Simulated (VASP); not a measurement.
Wanted: the native input for a VASP 6.6.1 run.

```yaml
Task: single point
Functional: PBEsol
Potentials_or_basis: VASP PAW PBE potentials, release 64 (Hg)
Cutoff: 520 eV
k_mesh: 18 × 18 × 18
Occupations: gaussian, width 0.15 eV
Spin: no spin polarisation
Dipole_correction: no
Further_INCAR_settings: ALGO = Fast; EDIFF = 1e-07; NBANDS = 12
```

The structure of Hg lies in POSCAR:

```
Hg
1.0
   -2.0696950000      2.0696950000      1.8563257400
    2.0696950000     -2.0696950000      1.8563257400
    2.0696950000      2.0696950000     -1.8563257400
Hg
1
Direct
    0.0000000000      0.0000000000      0.0000000000
```

This cell differs from its parent crystal: strain +0.000 along x and y, +0.030 along z.

One way to write it, as run:

INCAR

```
  ALGO = Fast
  EDIFF = 1E-7
  ENCUT = 520
  GGA = PS
  ISIF = 2
  ISMEAR = 0
  LASPH = T
  LCHARG = F
  LREAL = F
  LWAVE = F
  NBANDS = 12
  NELM = 100
  PREC = Accurate
  SIGMA = 0.15
```

KPOINTS

```
k-points
0
Gamma
  18 18 18
```

Potentials or basis: VASP PAW PBE potentials, release 64 (Hg).

Command:

```sh
$ cat potpaw_PBE.64/Hg/POTCAR > POTCAR
$ mpirun -np 1 vasp_std > vasp.out
```

Results of the run:

```yaml
Pressure: -3.1 GPa
Band_gap_on_the_k_mesh: zero (band 6 reaches 1.61 eV, above the bottom of band 7 at 0.01 eV)
```

Caveat: the cell differs from its parent crystal (strain +0.000 along x and y, +0.030 along z); the PAW data sets were made with another functional, which shifts forces and pressure a little; spin-orbit coupling is left out, which moves the levels of the heavy elements.

Wall time 2.3 min on 1 thread of Intel Xeon 6975P-C, with other jobs on the host, peak memory 0.3 GiB.
